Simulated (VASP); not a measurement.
# In (P6_3/mmc) in VASP: a series of runs, part 2 of 2

VASP 6.6.1.

### 3 Single point, PBE+D3(BJ) (strain -0.030 along x and y, +0.030 along z)

Input file INCAR:

```
SYSTEM = In
ALGO = Fast
EDIFF = 1E-6
ENCUT = 520
GGA = PE
ISIF = 2
ISMEAR = 0
IVDW = 12
LASPH = .TRUE.
LCHARG = .TRUE.
LELF = .TRUE.
LREAL = .FALSE.
LVHAR = .TRUE.
LWAVE = .FALSE.
NBANDS = 20
NELM = 100
PREC = Accurate
SIGMA = 0.15
```

Input file KPOINTS:

```
k-points
0
G
  18 18 10
  0 0 0
```

Input file POSCAR:

```
In
1.0
    3.2354202386      0.0000000000      0.0000000000
   -1.6177101193      2.8019561185      0.0000000000
    0.0000000000      0.0000000000      5.6744172076
In
2
Direct
    0.3333333333      0.6666666667      0.2500000000
    0.6666666667      0.3333333333      0.7500000000
```

Potentials or basis: VASP PAW PBE potentials, release 64 (In_d).

The run is started by

```bash
$ cat potpaw_PBE.64/In_d/POTCAR > POTCAR
$ mpirun -np 1 vasp_std > vasp.out
```

OUTCAR:

```text
SYSTEM = In
   EDIFF = 1E-6
   ENCUT = 520
   GGA = PE
   ISIF = 2
   ISMEAR = 0
   IVDW = 12
   LASPH = .TRUE.
   LREAL = .FALSE.
   NELM = 100
   PREC = Accurate
 IVDW          = 12

 ion  position               nearest neighbor table
   1  0.333  0.667  0.250-   2 3.40   2 3.40   2 3.40   2 3.40   2 3.40   2 3.40
   2  0.667  0.333  0.750-   1 3.40   1 3.40   1 3.40   1 3.40   1 3.40   1 3.40

  LATTYP: Found a hexagonal cell.
 ALAT       =     3.2354202386
 C/A-ratio  =     1.7538424035

  Lattice vectors:

 A1 = (   3.2354202386,   0.0000000000,   0.0000000000)
 A2 = (  -1.6177101193,   2.8019561185,   0.0000000000)
 A3 = (   0.0000000000,   0.0000000000,   5.6744172076)

Analysis of symmetry for initial positions (statically):
=====================================================================
 Subroutine PRICEL returns:
 Original cell was already a primitive cell.

 Routine SETGRP: Setting up the symmetry group for a
 hexagonal supercell.

 Subroutine GETGRP returns: Found 24 space group operations
 (whereof 12 operations were pure point group operations)
 out of a pool of 24 trial point group operations.

The static configuration has the point symmetry D_3d.
 The point group associated with its full space group is D_6h.

Analysis of symmetry for dynamics (positions and initial velocities):
=====================================================================
 Subroutine PRICEL returns:
 Original cell was already a primitive cell.

 Routine SETGRP: Setting up the symmetry group for a
 hexagonal supercell.

 Subroutine GETGRP returns: Found 24 space group operations
 (whereof 12 operations were pure point group operations)
 out of a pool of 24 trial point group operations.

The dynamic configuration has the point symmetry D_3d.
 The point group associated with its full space group is D_6h.

 Subroutine INISYM returns: Found 24 space group operations
 (whereof 12 operations are pure point group operations),
 and found     1 'primitive' translations

----------------------------------------------------------------------------------------

                                     Primitive cell

  volume of cell :      51.4415

  direct lattice vectors                    reciprocal lattice vectors
     3.235420239  0.000000000  0.000000000     0.309078860  0.178446763  0.000000000
    -1.617710119  2.801956119  0.000000000     0.000000000  0.356893526  0.000000000
     0.000000000  0.000000000  5.674417208     0.000000000  0.000000000  0.176229552

  length of vectors
     3.235420239  3.235420239  5.674417208     0.356893526  0.356893526  0.176229552

  position of ions in fractional coordinates (direct lattice)
     0.333333333  0.666666667  0.250000000
     0.666666667  0.333333333  0.750000000

  ion indices of the primitive-cell ions
   primitive index   ion index
                 1           1
                 2           2

----------------------------------------------------------------------------------------

 KPOINTS: k-points

Automatic generation of k-mesh.
 Grid dimensions read from file:
 generate k-points for:   18   18   10

 Generating k-lattice:

  Cartesian coordinates                     Fractional coordinates (reciprocal lattice)
     0.017171048  0.009913709  0.000000000     0.055555556  0.000000000  0.000000000
     0.000000000  0.019827418  0.000000000     0.000000000  0.055555556  0.000000000
     0.000000000  0.000000000  0.017622955     0.000000000  0.000000000  0.100000000

  Length of vectors
     0.019827418  0.019827418  0.017622955

  Shift w.r.t. Gamma in fractional coordinates (k-lattice)
     0.000000000  0.000000000  0.000000000

 Subroutine IBZKPT returns following result:
 ===========================================

 Found    222 irreducible k-points:

 Following reciprocal coordinates:
            Coordinates               Weight
  0.000000  0.000000  0.000000      1.000000
  0.055556 -0.000000  0.000000      6.000000
  0.111111 -0.000000  0.000000      6.000000
  0.166667  0.000000  0.000000      6.000000
  0.222222  0.000000  0.000000      6.000000
  0.277778  0.000000  0.000000      6.000000
[... 16 lines left out ...]
  0.333333  0.111111  0.000000     12.000000
  0.388889  0.111111  0.000000     12.000000
 [... further k-points ...]
   k-points           NKPTS =    222   k-points in BZ     NKDIM =    222   number of bands    NBANDS=     20
   number of dos      NEDOS =    301   number of ions     NIONS =      2
   total plane-waves  NPLWV =  24192
   dimension x,y,z NGX =    24 NGY =   24 NGZ =   42
   dimension x,y,z NGXF=    48 NGYF=   48 NGZF=   84
   ions per type =               2
   NGX,Y,Z   is equivalent  to a cutoff of  12.33, 12.33, 12.30 a.u.
   NGXF,Y,Z  is equivalent  to a cutoff of  24.66, 24.66, 24.61 a.u.
 SYSTEM =  In
   PREC   = accura    normal or accurate (medium, high low for compatibility)
   ISTART =      0    job   : 0-new  1-cont  2-samecut
   ICHARG =      2    charge: 1-file 2-atom 10-const
   ISPIN  =      1    spin polarized calculation?
   LNONCOLLINEAR =      F non collinear calculations
   LSORBIT =      F    spin-orbit coupling
   LASPH  =      T    aspherical Exc in radial PAW
   ENCUT  =  520.0 eV  38.22 Ry    6.18 a.u.   6.02  6.02 10.55*2*pi/ulx,y,z
   NELM   =    100;   NELMIN=  2; NELMDL= -5     # of ELM steps
   EDIFF  = 0.1E-05   stopping-criterion for ELM
   LREAL  =      F    real-space projection
   EDIFFG = 0.1E-04   stopping-criterion for IOM
   NSW    =      0    number of steps for IOM
   IBRION =     -1    ionic relax: 0-MD 1-quasi-New 2-CG
   NFREE  =      0    steps in history (QN), initial steepest desc. (CG)
   ISIF   =      2    stress and relaxation
   ISYM   =      2    0-nonsym 1-usesym 2-fastsym
   POTIM  = 0.5000    time-step for ionic-motion
   TEBEG  =    0.0;   TEEND  =   0.0 temperature during run
   PSTRESS=    0.0 pullay stress
   NELECT =      26.0000    total number of electrons
   NUPDOWN=      -1.0000    fix difference up-down
   EMIN   =  10.00;   EMAX   =-10.00  energy-range for DOS
   EFERMI =   0.00;   METHOD = LEGACY
   ISMEAR =     0;   SIGMA  =   0.15  broadening in eV -4-tet -1-fermi 0-gaus
   EFERMI_NEDOS =   21; number of points for ismear=-14 and -15
   IALGO  =     68    algorithm
   IMIX   =      4    mixing-type and parameters
     AMIX     =   0.40;   BMIX     =  1.00
     AMIX_MAG =   1.60;   BMIX_MAG =  1.00
  volume/ion in A,a.u.               =      25.72       173.57
  Fermi-wavevector in a.u.,A,eV,Ry     =   1.304052  2.464301 23.137403  1.700551
  Thomas-Fermi vector in A             =   2.435013
   LORBIT       =      0    0 simple, 1 ext, 2 COOP (PROOUT), +10 PAW based schemes
   GGA     = PE    functional components
   LHFCALC =     F    Hartree Fock is set to
   AEXX    =    0.0000 exact exchange contribution
   IVDW    =    12    specifies the selected vdW correction
   LEPSILON=     F    determine dielectric tensor
   LRPA    =     F    only Hartree local field effects (RPA)
 non-spin polarized calculation
 RMM-DIIS sequential band-by-band and
 Gauss-broadening in eV      SIGMA  =   0.15
  energy-cutoff  :      520.00
  volume of cell :       51.44
 maximum number of plane-waves:      1412
   NGX = 13   NGY = 13   NGZ = 21

 number of electron      26.0000005 magnetization

 Free energy of the ion-electron system (eV)
  ---------------------------------------------------
  ext. energy  EPLUGINS =         0.00000000
  ---------------------------------------------------
  free energy    TOTEN  =        -5.06598777 eV

  energy without entropy =       -5.05626095  energy(sigma->0) =       -5.06112436

 E-fermi :   7.7417     XC(G=0): -10.3321

 val. band max:        7.7144775763   @ k =   0.3333   0.0000   0.1000
 cond. band min:       7.7470479932   @ k =   0.3333   0.2222   0.3000
 fundamental gap:      0.0325704168
 Fermi energy:         7.7417255791

 k-point     1 :       0.0000    0.0000    0.0000
  band No.  band energies     occupation
      1      -7.0276      2.00000
      2      -7.0001      2.00000
      3      -6.9256      2.00000
      4      -6.9256      2.00000
      5      -6.9027      2.00000
      6      -6.9027      2.00000
[... 12 lines left out ...]
     19      19.1192      0.00000
     20      19.8506      0.00000
[... 507 lines left out ...]
 k-point    24 :       0.3889    0.1111    0.0000
  band No.  band energies     occupation
      1      -7.1161      2.00000
      2      -7.0179      2.00000
      3      -6.9865      2.00000
      4      -6.8788      2.00000
      5      -6.8270      2.00000
      6      -6.7758      2.00000
[... 12 lines left out ...]
     19      16.5254      0.00000
     20      18.1230      0.00000

 [... further k-points ...]

------------------------ aborting loop because EDIFF is reached ----------------------------------------

 Edisp (eV)   -0.68864

 E8    (eV) :    -0.3439

  FORCE on cell =-STRESS in cart. coord.  units (eV):
  Direction    XX          YY          ZZ          XY          YZ          ZX
  --------------------------------------------------------------------------------------
  -------------------------------------------------------------------------------------
  Total       0.44547     0.44547    -0.06330     0.00000     0.00000     0.00000
  in kB      13.87442    13.87442    -1.97144     0.00000     0.00000     0.00000
  external pressure =        8.59 kB  Pullay stress =        0.00 kB

 VOLUME and BASIS-vectors are now :
 -----------------------------------------------------------------------------
  energy-cutoff  :      520.00
  volume of cell :       51.44
      direct lattice vectors                 reciprocal lattice vectors
     3.235420239  0.000000000  0.000000000     0.309078860  0.178446763  0.000000000
    -1.617710119  2.801956119  0.000000000     0.000000000  0.356893526  0.000000000
     0.000000000  0.000000000  5.674417208     0.000000000  0.000000000  0.176229552

 POSITION                                       TOTAL-FORCE (eV/Angst)
 -----------------------------------------------------------------------------------
     -0.00000      1.86797      1.41860         0.000000      0.000000      0.000000
      1.61771      0.93399      4.25581        -0.000000      0.000000      0.000000
 -----------------------------------------------------------------------------------
    total drift:                                0.000000     -0.000000      0.000000

  FREE ENERGIE OF THE ION-ELECTRON SYSTEM (eV)
  ---------------------------------------------------
  free  energy   TOTEN  =        -5.7546257391 eV

  energy  without entropy=       -5.7448989175  energy(sigma->0) =       -5.74976233
```

OSZICAR:

```text
N       E                     dE             d eps       ncg     rms          rms(c)
DAV:   1     0.209912483698E+03    0.20991E+03   -0.13212E+04  9016   0.183E+03
DAV:   2     0.107165651910E+02   -0.19920E+03   -0.19537E+03  8964   0.377E+02
DAV:   3    -0.466640506786E+01   -0.15383E+02   -0.15278E+02 10248   0.119E+02
DAV:   4    -0.510058706184E+01   -0.43418E+00   -0.43396E+00 10832   0.217E+01
DAV:   5    -0.512483871426E+01   -0.24252E-01   -0.24250E-01 12980   0.426E+00    0.352E+00
RMM:   6    -0.507610469713E+01    0.48734E-01   -0.78406E-02 10535   0.372E+00    0.184E+00
RMM:   7    -0.506613043066E+01    0.99743E-02   -0.34484E-02 10143   0.201E+00    0.311E-01
RMM:   8    -0.506576467702E+01    0.36575E-03   -0.48692E-03 11972   0.106E+00    0.107E-01
RMM:   9    -0.506593113645E+01   -0.16646E-03   -0.17463E-03 13080   0.365E-01    0.736E-02
RMM:  10    -0.506597169951E+01   -0.40563E-04   -0.59322E-04 11164   0.394E-01    0.492E-02
RMM:  11    -0.506597393549E+01   -0.22360E-05   -0.24412E-04 12261   0.167E-01    0.469E-02
RMM:  12    -0.506598842452E+01   -0.14489E-04   -0.12596E-04 12966   0.995E-02    0.835E-02
RMM:  13    -0.506598683733E+01    0.15872E-05   -0.22195E-05 11246   0.504E-02    0.425E-02
RMM:  14    -0.506598761054E+01   -0.77321E-06   -0.10204E-05  9563   0.249E-02    0.247E-02
RMM:  15    -0.506598776984E+01   -0.15930E-06   -0.15284E-06  5347   0.121E-02
   1 F= -.57546257E+01 E0= -.57497623E+01  d E =-.972682E-02
```

stdout:

```text
POSCAR found type information on POSCAR In
 POSCAR found :  1 types and       2 ions
 scaLAPACK will be used
 LDA part: xc-table for (Slater+PW92), standard interpolation
 POSCAR, INCAR and KPOINTS ok, starting setup
 FFT: planning ... GRIDC
 FFT: planning ... GRID_SOFT
 FFT: planning ... GRID
 WAVECAR not read
 entering main loop
WARNING in EDDRMM: call to ZHEGV failed, returncode =   6  3     20
WARNING in EDDRMM: call to ZHEGV failed, returncode =   6  3     19
```

Run time: 78 s. Hardware: 1 thread of Intel Xeon 6975P-C (Granite Rapids), shared host; peak memory 0.3 GiB.

Results:

- Free energy: -5.7546 eV
- Pressure: 0.9 GPa
- Band gap on the k mesh: zero (band 13 reaches 10.89 eV, above the bottom of band 14 at 5.01 eV)
- Dispersion energy per atom: -0.344 eV

Stress tensor (GPa, compression positive):
```
 1.39  0.00  0.00
 0.00  1.39  0.00
 0.00  0.00 -0.20
```

Levels at points of the mesh, in eV from the Fermi level:
| k point | band 9 | band 10 | band 11 | band 12 | band 13 | band 14 | band 15 | band 16 | band 17 | band 18 |
| --- | --- | --- | --- | --- | --- | --- | --- | --- | --- | --- |
| (0.00, 0.00, 0.00) | -14.37 | -14.37 | -9.69 | -5.12 | -3.70 | 9.01 | 9.41 | 9.41 | 11.12 | 11.12 |
| (0.50, 0.00, 0.00) | -14.30 | -14.28 | -4.62 | -4.06 | -0.16 | -0.11 | 0.89 | 2.84 | 4.71 | 8.23 |
| (0.00, 0.00, 0.50) | -14.43 | -14.43 | -8.42 | -8.42 | 2.07 | 2.07 | 10.33 | 10.33 | 10.33 | 10.33 |
| (0.50, 0.00, 0.50) | -14.29 | -14.29 | -3.42 | -3.42 | -2.73 | -2.73 | 5.66 | 5.66 | 6.11 | 6.11 |

Caveat: the cell differs from its parent crystal (strain -0.030 along x and y, +0.030 along z); spin-orbit coupling is left out, which moves the levels of the heavy elements; pairwise dispersion overbinds metals, which lowers pressure and volume.

### 4 Single point, PBE+D3(BJ) (strain +0.000 along x and y, -0.030 along z)

Input file INCAR:

```
  PREC = Accurate
  ENCUT = 520
  EDIFF = 1E-6
  ISMEAR = 0
  SIGMA = 0.15
  LREAL = False
  LASPH = True
  NELM = 60
  ALGO = Fast
  ISIF = 2
  LWAVE = False
  LCHARG = True
  GGA = PE
  IVDW = 12
  LELF = True
  LVHAR = True
  NBANDS = 20
```

Input file KPOINTS:

```
Automatic mesh
0
Gamma
  18 18 10
```

Input file POSCAR:

```
In
1.0
    3.3354847820      0.0000000000      0.0000000000
   -1.6677423910      2.8886145552      0.0000000000
    0.0000000000      0.0000000000      5.3438686324
In
2
Direct
    0.3333333333      0.6666666667      0.2500000000
    0.6666666667      0.3333333333      0.7500000000
```

The run is started by

```bash
$ cat potpaw_PBE.64/In_d/POTCAR > POTCAR
$ mpirun -np 1 vasp_std > vasp.out
```

Wall time 1.8 min (1 thread of Intel Xeon 6975P-C (Granite Rapids), shared host); peak memory 0.31 GiB.

It converged, with:

* Free energy: -5.7644 eV
* Pressure: 0.8 GPa
* Band gap on the k mesh: zero (band 13 reaches 11.68 eV, above the bottom of band 14 at 5.00 eV)
* Dispersion energy per atom: -0.344 eV

Stress tensor (GPa, compression positive):
```
0.64 0.00 0.00
0.00 0.64 0.00
0.00 0.00 1.15
```

Levels at points of the mesh, in eV from the Fermi level:
| k point | band 10 | band 11 | band 12 | band 13 | band 14 | band 15 | band 16 | band 17 |
| --- | --- | --- | --- | --- | --- | --- | --- | --- |
| (0.00, 0.00, 0.00) | -14.36 | -9.69 | -4.15 | -3.41 | 8.17 | 8.17 | 10.09 | 10.09 |
| (0.50, 0.00, 0.00) | -14.33 | -5.04 | -4.31 | 0.36 | 0.54 | 0.88 | 2.96 | 3.87 |
| (0.00, 0.00, 0.50) | -14.43 | -8.25 | -8.25 | 3.44 | 3.44 | 9.25 | 9.25 | 9.25 |
| (0.50, 0.00, 0.50) | -14.34 | -3.67 | -3.67 | -2.74 | -2.74 | 5.51 | 5.51 | 6.47 |

Caveat: the cell differs from its parent crystal (strain +0.000 along x and y, -0.030 along z); spin-orbit coupling is left out, which moves the levels of the heavy elements; pairwise dispersion overbinds metals, which lowers pressure and volume.

### 5 Single point, PBE+D3(BJ) (strain -0.015 along x and y, +0.000 along z)

Input file INCAR:

```
SYSTEM = In
PREC = Accurate
ENCUT = 520
EDIFF = 1E-6
ISMEAR = 0
SIGMA = 0.15
LREAL = .FALSE.
LASPH = .TRUE.
NELM = 60
ALGO = Fast
ISIF = 2
LWAVE = .FALSE.
LCHARG = .TRUE.
GGA = PE
IVDW = 12
LELF = .TRUE.
LVHAR = .TRUE.
NBANDS = 20
```

Input file KPOINTS:

```
Automatic mesh
0
G
  18 18 10
  0 0 0
```

Input file POSCAR:

```
In
1.0
    3.2854525103      0.0000000000      0.0000000000
   -1.6427262551      2.8452853368      0.0000000000
    0.0000000000      0.0000000000      5.5091429200
In
2
Direct
    0.3333333333      0.6666666667      0.2500000000
    0.6666666667      0.3333333333      0.7500000000
```

The run is started by

```bash
$ cat potpaw_PBE.64/In_d/POTCAR > POTCAR
$ mpirun -np 1 vasp_std > vasp.out
```

Wall time 69 s (1 thread of Intel Xeon 6975P-C (Granite Rapids), shared host); peak memory 0.29 GiB.

Results (log left out):

| Property | Result |
| --- | --- |
| Free energy | -5.7631 eV |
| Pressure | 0.7 GPa |
| Band gap on the k mesh | zero (band 13 reaches 11.23 eV, above the bottom of band 14 at 5.00 eV) |
| Dispersion energy per atom | -0.344 eV |

Stress tensor (GPa, compression positive):
```
0.91 0.00 0.00
0.00 0.91 0.00
0.00 0.00 0.42
```

Levels at points of the mesh, in eV from the Fermi level:
| k point | band 9 | band 10 | band 11 | band 12 | band 13 | band 14 | band 15 | band 16 | band 17 | band 18 |
| --- | --- | --- | --- | --- | --- | --- | --- | --- | --- | --- |
| (0.00, 0.00, 0.00) | -14.37 | -14.37 | -9.69 | -4.65 | -3.57 | 8.77 | 8.77 | 10.12 | 10.58 | 10.58 |
| (0.50, 0.00, 0.00) | -14.33 | -14.31 | -4.83 | -4.19 | 0.08 | 0.20 | 0.87 | 2.88 | 4.28 | 7.78 |
| (0.00, 0.00, 0.50) | -14.43 | -14.43 | -8.33 | -8.33 | 2.72 | 2.72 | 9.77 | 9.77 | 9.77 | 9.77 |
| (0.50, 0.00, 0.50) | -14.32 | -14.32 | -3.56 | -3.56 | -2.74 | -2.74 | 5.80 | 5.80 | 6.06 | 6.06 |

Caveat: the cell differs from its parent crystal (strain -0.015 along x and y, +0.000 along z); spin-orbit coupling is left out, which moves the levels of the heavy elements; pairwise dispersion overbinds metals, which lowers pressure and volume.

### 6 Overview

```csv
cell,gap on the mesh (eV),pressure (GPa)
"a = 3.235, b = 3.235, c = 5.592 Å, angles 90.0, 90.0, 120.0°, 2 atoms",none,1.5
"a = 3.235, b = 3.235, c = 5.674 Å, angles 90.0, 90.0, 120.0°, 2 atoms",none,0.9
"a = 3.335, b = 3.335, c = 5.344 Å, angles 90.0, 90.0, 120.0°, 2 atoms",none,0.8
"a = 3.285, b = 3.285, c = 5.509 Å, angles 90.0, 90.0, 120.0°, 2 atoms",none,0.7
```

Alike in all rows: task single point; level PBE+D3(BJ); potentials or basis VASP PAW PBE potentials, release 64 (In_d); no spin polarisation; k mesh 18 × 18 × 10; cutoff (eV) 520; smearing gaussian 0.15 eV.

Caveats: spin-orbit coupling is left out, which moves the levels of the heavy elements; pairwise dispersion overbinds metals, which lowers pressure and volume.

Absolute energies hang on the potentials; compare differences alone.
